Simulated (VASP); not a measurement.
A run of VASP 6.6.1:

Contents of INCAR:

```
  PREC = Accurate
  ENCUT = 520
  EDIFF = 1E-6
  ISMEAR = 0
  SIGMA = 0.15
  LREAL = False
  LASPH = True
  NELM = 100
  ALGO = Normal
  ISIF = 2
  LWAVE = False
  LCHARG = False
  GGA = PS
  NBANDS = 16
```

Contents of KPOINTS:

```
Automatic mesh
0
Gamma
  16 16 16
```

Contents of POSCAR:

```
TiRe
1.0
    3.1180000000      0.0000000000      0.2045408000
    0.0000000000      3.1180000000      0.0000000000
    0.2045408000      0.0000000000      3.1180000000
Ti Re
1 1
Direct
    0.5000000000      0.5000000000      0.5000000000
    0.0000000000      0.0000000000      0.0000000000
```

Potentials or basis: VASP PAW PBE potentials, release 64 (Ti_sv, Re).

The run is started by

```sh
$ cat potpaw_PBE.64/Ti_sv/POTCAR potpaw_PBE.64/Re/POTCAR > POTCAR
$ mpirun -np 1 vasp_std > vasp.out
```

Hardware: 1 thread of Intel(R) Xeon(R) 6975P-C (Granite Rapids) (shared host).

Problem. How long does it take, and how much memory?

Solution. It took 88 s on 1 thread of Intel(R) Xeon(R) 6975P-C (Granite Rapids) (shared host), peak memory 0.44 GiB. Counts: scf iterations 14, k points 657.
